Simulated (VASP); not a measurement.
Al3H2:

```
Al H
1.0
     2.92000    0.00000    0.00000
    -1.46000    2.52879    0.00000
     0.00000    0.00000    8.06000
Al H
3 2
Direct
  0.00000 0.00000 0.00000
  0.33333 0.66667 0.34500
  0.66667 0.33333 0.65500
  0.00000 0.00000 0.76500
  0.00000 0.00000 0.23500
```

This cell differs from its parent crystal: with an interstitial atom.

```yaml
Program: VASP 6.6.1
Task: relaxation of cell and atoms
Functional: PBE
Potentials_or_basis: VASP PAW PBE potentials, release 64 (Al, H)
Cutoff: 600 eV
k_mesh: 6 × 6 × 2
Occupations: gaussian, width 0.2 eV
Spin: no spin polarisation
```

At the start: pressure 0.2 GPa; volume 11.90 Å³/atom.

**Question.** Where does the relaxation end?

**Answer.** Over 10 steps the energy falls by 65.6 meV/atom and the volume is 11.86 Å³/atom (-0.3 %); space group P-3m1 (No. 164, to 0.1 Å) before and after.

Step by step:
```
step  energy change (eV)  largest force (eV/Å)  pressure (GPa)  volume (Å³)
   1              0.0000                1.0254            0.19        59.52
   2             -0.1070                0.8139           -0.23        59.64
   3             -0.2397                0.2487           -0.78        59.88
   4              0.1139                2.5413            2.43        60.37
   5             -0.2513                0.1924           -0.68        59.95
   6             -0.3063                0.2450            0.06        59.34
   7             -0.3070                0.2666            0.19        59.26
   8             -0.3189                0.1813           -0.10        59.42
   9             -0.3217                0.1684           -0.29        59.55
  10             -0.3279                0.0643            0.17        59.32
```

Final structure:
```yaml
crystal:
  lattice:
    - [2.85512, 0.00000, 0.00000]
    - [-1.42756, 2.47261, 0.00000]
    - [0.00000, 0.00000, 8.40227]
  atoms:
    - { symbol: Al, position: [0.00000, 0.00000, 0.00000] }
    - { symbol: Al, position: [0.33333, 0.66667, 0.36631] }
    - { symbol: Al, position: [0.66667, 0.33333, 0.63369] }
    - { symbol: H, position: [0.00000, 0.00000, 0.78251] }
    - { symbol: H, position: [0.00000, 0.00000, 0.21749] }
```

Caveat: the k points lie up to 0.42 Å⁻¹ apart in the final cell, too coarse for converged energies and pressures of a metal; the cell differs from its parent crystal (with an interstitial atom); the relaxation stopped at a loose force limit of 0.08 eV/Å, so its end isn't a converged minimum.
